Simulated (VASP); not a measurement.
A run of VASP 6.6.1 is set up as follows.

The input INCAR:

```
SYSTEM = SnO2
ALGO = Normal ; EDIFF = 1E-6
ENCUT = 520 ; GGA = PS
ISIF = 2 ; ISMEAR = 0
IVDW = 12 ; LASPH = .True.
LCHARG = .False. ; LREAL = .False.
LWAVE = .False. ; NBANDS = 64
NELM = 60 ; PREC = Accurate
SIGMA = 0.02
```

KPOINTS

```
k-points
0
Gamma
  6 6 6
  0 0 0
```

POSCAR

```
SnO2
1.0
    3.2156683686      1.8565669983      4.1108686860
   -3.2156683686      1.8565669983      4.1108686860
    0.0000000000     -3.7131339965      4.1108686860
Sn O
4 8
Direct
    0.8647871616      0.8647871616      0.8647871616
    0.3647871176      0.3647871176      0.8647872772
    0.3647871176      0.8647872772      0.3647871176
    0.8647872772      0.3647871176      0.3647871176
    0.1190545953      0.6190552053      0.6190552053
    0.6190552053      0.1190545953      0.6190552053
    0.6190552053      0.6190552053      0.1190545953
    0.6105194252      0.6105194252      0.6105194252
    0.1190545862      0.1190545862      0.1190545862
    0.1105193563      0.1105193563      0.6105195960
    0.1105193563      0.6105195960      0.1105193563
    0.6105195960      0.1105193563      0.1105193563
```

Potentials or basis: VASP PAW PBE potentials, release 64 (Sn_d, O).

Launch:

```sh
$ cat potpaw_PBE.64/Sn_d/POTCAR potpaw_PBE.64/O/POTCAR > POTCAR
$ mpirun -np 1 vasp_std > vasp.out
```

(1) What does it give for the pressure?

(2) What does it give for the largest force?

(3) What does it give for the dispersion energy per atom?

(4) Estimate the band gap on the k mesh.

Answers

(1) 0.7 GPa.

(2) 0.050 eV/Å.

(3) -0.189 eV.

(4) 1.50 eV.

Caveat: the PAW data sets were made with another functional, which shifts forces and pressure a little; spin-orbit coupling is left out, which moves the levels of the heavy elements.
